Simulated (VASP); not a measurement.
Runs of VASP 6.6.1 on KMgF3. The structure is that of space group Pm-3m (No. 221), or close to it. The cells are those of the table. 

```tsv
task	cell	cutoff (eV)	gap on the mesh (eV)	pressure (GPa)
single point	a = 3.722 Å, 5 atoms	520	(c)	29.8
relaxation of cell and atoms	relaxed to 20 GPa from a = 3.986 Å, 5 atoms	600	(a)	20.0
relaxation of cell and atoms	relaxed to 30 GPa from a = 3.986 Å, 5 atoms	600	9.16	29.7
single point	a = 4.054 Å, 5 atoms	520	6.99	-0.4
single point	a = 3.661 Å, 5 atoms	520	(b)	40.0
relaxation of cell and atoms	relaxed to 40 GPa from a = 3.986 Å, 5 atoms	600	9.65	39.7
relaxation of cell and atoms	relaxed to 10 GPa from a = 3.986 Å, 5 atoms	600	7.94	10.0
relaxation of cell and atoms	relaxed from a = 3.986 Å, 5 atoms	600	7.09	0.5
```

Alike in all rows: level PBE; potentials or basis VASP PAW PBE potentials, release 64 (K_sv, Mg, F); no spin polarisation; k mesh 5 × 5 × 5; smearing gaussian 0.01 eV.

**Question.** Fill in the values left out.

**Answer.** (a) 8.62; (b) 9.66; (c) 9.15.

Caveats: the cell is relaxed towards a set pressure, so the enthalpy falls and the energy may rise (some runs).

A k mesh can miss the band edges.
